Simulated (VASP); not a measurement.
# Mg (P6_3/mmc) in VASP: notebook

The runs below take Mg through single point, with LDA.

All numbers are computed with VASP 6.6.1; they aren't measurements. Logs are shortened: lines on timing, memory, paths and dates and some standing lists are left out, and cuts for length are marked.

**1. The cell of the first run**

Symmetry: P6_3/mmc, No. 194, hexagonal system. The conventional cell has a = 3.133 Å, b = 3.133 Å, c = 5.085 Å, α = 90.00°, β = 90.00°, γ = 120.00°. Within 4.1 Å of Mg (site symmetry -6m2) lie 12 Mg at 3.12 to 3.13 Å.

**2. Single point, LDA**

File INCAR:

```
SYSTEM = Mg
  ALGO = Normal
  EDIFF = 1E-6
  ENCUT = 520
  GGA = CA
  ISIF = 2
  ISMEAR = -1
  LASPH = .True.
  LCHARG = .False.
  LREAL = .False.
  LWAVE = .False.
  NBANDS = 9
  NELM = 60
  PREC = Accurate
  SIGMA = 0.1
```

File KPOINTS:

```
k-points
0
Gamma
  12 12 6
  0 0 0
```

File POSCAR:

```
Mg
1.0
    3.1325008903      0.0000000000      0.0000000000
   -1.5662504451      2.7128253484      0.0000000000
    0.0000000000      0.0000000000      5.0848940941
Mg
2
Direct
    0.3333333333      0.6666666667      0.2500000000
    0.6666666667      0.3333333333      0.7500000000
```

Potentials or basis: VASP PAW LDA potentials, release 64 (Mg).

Run with:

```sh
$ cat potpaw_LDA.64/Mg/POTCAR > POTCAR
$ mpirun -np 1 vasp_std > vasp.out
```

OUTCAR:

```text
SYSTEM = Mg
   EDIFF = 1E-6
   ENCUT = 520
   GGA = CA
   ISIF = 2
   ISMEAR = -1
   LASPH = .True.
   LREAL = .False.
   NELM = 60
   PREC = Accurate

 ion  position               nearest neighbor table
   1  0.333  0.667  0.250-   2 3.12   2 3.12   2 3.12   2 3.12   2 3.12   2 3.12
   2  0.667  0.333  0.750-   1 3.12   1 3.12   1 3.12   1 3.12   1 3.12   1 3.12

  LATTYP: Found a hexagonal cell.
 ALAT       =     3.1325008903
 C/A-ratio  =     1.6232698001

  Lattice vectors:

 A1 = (   3.1325008903,   0.0000000000,   0.0000000000)
 A2 = (  -1.5662504451,   2.7128253484,   0.0000000000)
 A3 = (   0.0000000000,   0.0000000000,   5.0848940941)

Analysis of symmetry for initial positions (statically):
=====================================================================
 Subroutine PRICEL returns:
 Original cell was already a primitive cell.

 Routine SETGRP: Setting up the symmetry group for a
 hexagonal supercell.

 Subroutine GETGRP returns: Found 24 space group operations
 (whereof 12 operations were pure point group operations)
 out of a pool of 24 trial point group operations.

The static configuration has the point symmetry D_3d.
 The point group associated with its full space group is D_6h.

Analysis of symmetry for dynamics (positions and initial velocities):
=====================================================================
 Subroutine PRICEL returns:
 Original cell was already a primitive cell.

 Routine SETGRP: Setting up the symmetry group for a
 hexagonal supercell.

 Subroutine GETGRP returns: Found 24 space group operations
 (whereof 12 operations were pure point group operations)
 out of a pool of 24 trial point group operations.

The dynamic configuration has the point symmetry D_3d.
 The point group associated with its full space group is D_6h.

 Subroutine INISYM returns: Found 24 space group operations
 (whereof 12 operations are pure point group operations),
 and found     1 'primitive' translations

----------------------------------------------------------------------------------------

                                     Primitive cell

  volume of cell :      43.2111

  direct lattice vectors                    reciprocal lattice vectors
     3.132500890  0.000000000  0.000000000     0.319233748  0.184309690  0.000000000
    -1.566250445  2.712825348  0.000000000     0.000000000  0.368619381  0.000000000
     0.000000000  0.000000000  5.084894094     0.000000000  0.000000000  0.196660930

  length of vectors
     3.132500890  3.132500890  5.084894094     0.368619381  0.368619381  0.196660930

  position of ions in fractional coordinates (direct lattice)
     0.333333333  0.666666667  0.250000000
     0.666666667  0.333333333  0.750000000

  ion indices of the primitive-cell ions
   primitive index   ion index
                 1           1
                 2           2

----------------------------------------------------------------------------------------

 KPOINTS: k-points

Automatic generation of k-mesh.
 Grid dimensions read from file:
 generate k-points for:   12   12    6

 Generating k-lattice:

  Cartesian coordinates                     Fractional coordinates (reciprocal lattice)
     0.026602812  0.015359141  0.000000000     0.083333333  0.000000000  0.000000000
     0.000000000  0.030718282  0.000000000     0.000000000  0.083333333  0.000000000
     0.000000000  0.000000000  0.032776822     0.000000000  0.000000000  0.166666667

  Length of vectors
     0.030718282  0.030718282  0.032776822

  Shift w.r.t. Gamma in fractional coordinates (k-lattice)
     0.000000000  0.000000000  0.000000000

 Subroutine IBZKPT returns following result:
 ===========================================

 Found     76 irreducible k-points:

 Following reciprocal coordinates:
            Coordinates               Weight
  0.000000  0.000000  0.000000      1.000000
  0.083333 -0.000000  0.000000      6.000000
  0.166667 -0.000000  0.000000      6.000000
  0.250000 -0.000000  0.000000      6.000000
  0.333333  0.000000  0.000000      6.000000
  0.416667  0.000000  0.000000      6.000000
[... 16 lines left out ...]
  0.250000 -0.000000  0.166667     12.000000
  0.333333  0.000000  0.166667     12.000000
 [... further k-points ...]
   k-points           NKPTS =     76   k-points in BZ     NKDIM =     76   number of bands    NBANDS=      9
   number of dos      NEDOS =    301   number of ions     NIONS =      2
   total plane-waves  NPLWV =  23040
   dimension x,y,z NGX =    24 NGY =   24 NGZ =   40
   dimension x,y,z NGXF=    48 NGYF=   48 NGZF=   80
   ions per type =               2
   NGX,Y,Z   is equivalent  to a cutoff of  12.74, 12.74, 13.08 a.u.
   NGXF,Y,Z  is equivalent  to a cutoff of  25.47, 25.47, 26.16 a.u.
 SYSTEM =  Mg
   PREC   = accura    normal or accurate (medium, high low for compatibility)
   ISTART =      0    job   : 0-new  1-cont  2-samecut
   ICHARG =      2    charge: 1-file 2-atom 10-const
   ISPIN  =      1    spin polarized calculation?
   LNONCOLLINEAR =      F non collinear calculations
   LSORBIT =      F    spin-orbit coupling
   LASPH  =      T    aspherical Exc in radial PAW
   ENCUT  =  520.0 eV  38.22 Ry    6.18 a.u.   5.82  5.82  9.45*2*pi/ulx,y,z
   NELM   =     60;   NELMIN=  2; NELMDL= -5     # of ELM steps
   EDIFF  = 0.1E-05   stopping-criterion for ELM
   LREAL  =      F    real-space projection
   EDIFFG = 0.1E-04   stopping-criterion for IOM
   NSW    =      0    number of steps for IOM
   IBRION =     -1    ionic relax: 0-MD 1-quasi-New 2-CG
   NFREE  =      0    steps in history (QN), initial steepest desc. (CG)
   ISIF   =      2    stress and relaxation
   ISYM   =      2    0-nonsym 1-usesym 2-fastsym
   POTIM  = 0.5000    time-step for ionic-motion
   TEBEG  =    0.0;   TEEND  =   0.0 temperature during run
   PSTRESS=    0.0 pullay stress
   NELECT =       4.0000    total number of electrons
   NUPDOWN=      -1.0000    fix difference up-down
   EMIN   =  10.00;   EMAX   =-10.00  energy-range for DOS
   EFERMI =   0.00;   METHOD = LEGACY
   ISMEAR =    -1;   SIGMA  =   0.10  broadening in eV -4-tet -1-fermi 0-gaus
   EFERMI_NEDOS =   21; number of points for ismear=-14 and -15
   IALGO  =     38    algorithm
   IMIX   =      4    mixing-type and parameters
     AMIX     =   0.40;   BMIX     =  1.00
     AMIX_MAG =   1.60;   BMIX_MAG =  1.00
  volume/ion in A,a.u.               =      21.61       145.80
  Fermi-wavevector in a.u.,A,eV,Ry     =   0.740565  1.399465  7.461932  0.548437
  Thomas-Fermi vector in A             =   1.834998
   LORBIT       =      0    0 simple, 1 ext, 2 COOP (PROOUT), +10 PAW based schemes
   GGA     = CA    functional components
   LHFCALC =     F    Hartree Fock is set to
   AEXX    =    0.0000 exact exchange contribution
   IVDW    =     0    specifies the selected vdW correction
   LEPSILON=     F    determine dielectric tensor
   LRPA    =     F    only Hartree local field effects (RPA)
 non-spin polarized calculation
  energy-cutoff  :      520.00
  volume of cell :       43.21
 maximum number of plane-waves:      1182
 NGX is ok and might be reduce to    24
   NGX = 11   NGY = 11   NGZ = 19

 number of electron       4.0000000 magnetization

 Free energy of the ion-electron system (eV)
  ---------------------------------------------------
  ext. energy  EPLUGINS =         0.00000000
  ---------------------------------------------------
  free energy    TOTEN  =        -3.63746431 eV

  energy without entropy =       -3.61157176  energy(sigma->0) =       -3.62451804

 E-fermi :   2.7590     XC(G=0):  -8.8773

 val. band max:        2.7394549788   @ k =   0.4167   0.1667   0.5000
 cond. band min:       2.9891345929   @ k =   0.3333   0.3333   0.5000
 fundamental gap:      0.2496796141
 Fermi energy:         2.7589994357

 k-point     1 :       0.0000    0.0000    0.0000
  band No.  band energies     occupation
      1      -4.3925      2.00000
      2       1.0413      2.00000
      3       1.5199      1.99999
      4      14.0386      0.00000
      5      14.0386      0.00000
      6      14.2063      0.00000
      7      14.2063      0.00000
      8      14.9615      0.00000
      9      16.7330      0.00000

 k-point     2 :       0.0833   -0.0000    0.0000
  band No.  band energies     occupation
      1      -4.2504      2.00000
      2       1.1700      2.00000
      3       1.6577      1.99997
      4      11.7309      0.00000
      5      12.8362      0.00000
      6      13.6721      0.00000
      7      15.5924      0.00000
      8      15.8413      0.00000
      9      16.5340      0.00000

 k-point     3 :       0.1667   -0.0000    0.0000
  band No.  band energies     occupation
      1      -3.8253      2.00000
      2       1.5564      1.99999
      3       2.0654      1.99806
      4       9.1345      0.00000
      5      11.7836      0.00000
      6      12.4040      0.00000
      7      13.9883      0.00000
      8      14.9717      0.00000
      9      16.5421      0.00000

 k-point     4 :       0.2500   -0.0000    0.0000
  band No.  band energies     occupation
      1      -3.1214      2.00000
      2       2.2011      1.99248
      3       2.7166      1.20902
      4       6.7309      0.00000
      5      10.9659      0.00000
      6      11.0386      0.00000
      7      11.5604      0.00000
      8      13.3949      0.00000
      9      15.5278      0.00000

 k-point     5 :       0.3333    0.0000    0.0000
  band No.  band energies     occupation
      1      -2.1451      2.00000
      2       3.1051      0.06086
      3       3.3900      0.00363
      4       4.7744      0.00000
      5       9.3574      0.00000
      6       9.5270      0.00000
      7      10.3833      0.00000
      8      12.2469      0.00000
      9      14.8573      0.00000

 k-point     6 :       0.4167    0.0000    0.0000
  band No.  band energies     occupation
      1      -0.9063      2.00000
      2       2.2635      1.98600
      3       4.2676      0.00000
      4       5.0788      0.00000
      5       7.4091      0.00000
      6       7.9414      0.00000
      7      10.0345      0.00000
      8      11.6123      0.00000
      9      14.4513      0.00000
[... 169 lines left out ...]
 k-point    21 :       0.0833   -0.0000    0.1667
  band No.  band energies     occupation
      1      -4.0888      2.00000
      2      -0.2987      2.00000
      3       3.4019      0.00322
      4      11.8348      0.00000
      5      12.9656      0.00000
      6      13.4165      0.00000
      7      14.0882      0.00000
      8      15.5001      0.00000
      9      15.7929      0.00000

 k-point    22 :       0.1667   -0.0000    0.1667
  band No.  band energies     occupation
      1      -3.6645      2.00000
      2       0.1065      2.00000
      3       3.7857      0.00007
      4       9.2724      0.00000
      5      11.9161      0.00000
      6      12.1332      0.00000
      7      13.1322      0.00000
      8      14.7161      0.00000
      9      15.0973      0.00000

 k-point    23 :       0.2500   -0.0000    0.1667
  band No.  band energies     occupation
      1      -2.9618      2.00000
      2       0.7758      2.00000
      3       4.3868      0.00000
      4       6.8981      0.00000
      5      10.0757      0.00000
      6      11.0990      0.00000
      7      11.9777      0.00000
      8      14.1090      0.00000
      9      14.3100      0.00000

 k-point    24 :       0.3333    0.0000    0.1667
  band No.  band energies     occupation
      1      -1.9873      2.00000
      2       1.6915      1.99995
      3       4.3615      0.00000
      4       5.6205      0.00000
      5       8.0112      0.00000
      6      10.5162      0.00000
      7      10.7793      0.00000
      8      12.6911      0.00000
      9      13.7168      0.00000

 [... further k-points ...]
[... 5 lines left out ...]
  --------------------------------------------------------------------------------------
  -------------------------------------------------------------------------------------
  Total       -0.0215188     -0.0215188     -0.1873895     -0.0000000      0.0000000      0.0000000
  in kB       -0.7978732     -0.7978732     -6.9480179     -0.0000000      0.0000000      0.0000000
  external PRESSURE =      -2.8479214 kB  Pullay stress =       0.0000000 kB

 VOLUME and BASIS-vectors are now :
 -----------------------------------------------------------------------------
  energy-cutoff  :      520.00
  volume of cell :       43.21
      direct lattice vectors                 reciprocal lattice vectors
     3.132500890  0.000000000  0.000000000     0.319233748  0.184309690  0.000000000
    -1.566250445  2.712825348  0.000000000     0.000000000  0.368619381  0.000000000
     0.000000000  0.000000000  5.084894094     0.000000000  0.000000000  0.196660930

 POSITION                                       TOTAL-FORCE (eV/Angst)
 -----------------------------------------------------------------------------------
     -0.00000      1.80855      1.27122         0.000000      0.000000      0.000000
      1.56625      0.90428      3.81367        -0.000000      0.000000      0.000000
 -----------------------------------------------------------------------------------
    total drift:                               -0.000000      0.000000     -0.000000

  FREE ENERGIE OF THE ION-ELECTRON SYSTEM (eV)
  ---------------------------------------------------
  free  energy   TOTEN  =        -3.6374643144 eV

  energy  without entropy=       -3.6115717583  energy(sigma->0) =       -3.62451804
```

It took 14 s on 1 thread of Intel Xeon Platinum 8488C (Sapphire Rapids), shared host; peak memory 0.15 GiB.

What came out:

| Quantity | Value |
| --- | --- |
| Free energy | -3.6375 eV |
| Pressure | -0.3 GPa |
| Band gap on the k mesh | zero (band 2 reaches 3.81 eV, above the bottom of band 3 at 1.52 eV) |

(Part 1 of 2 ends here.)
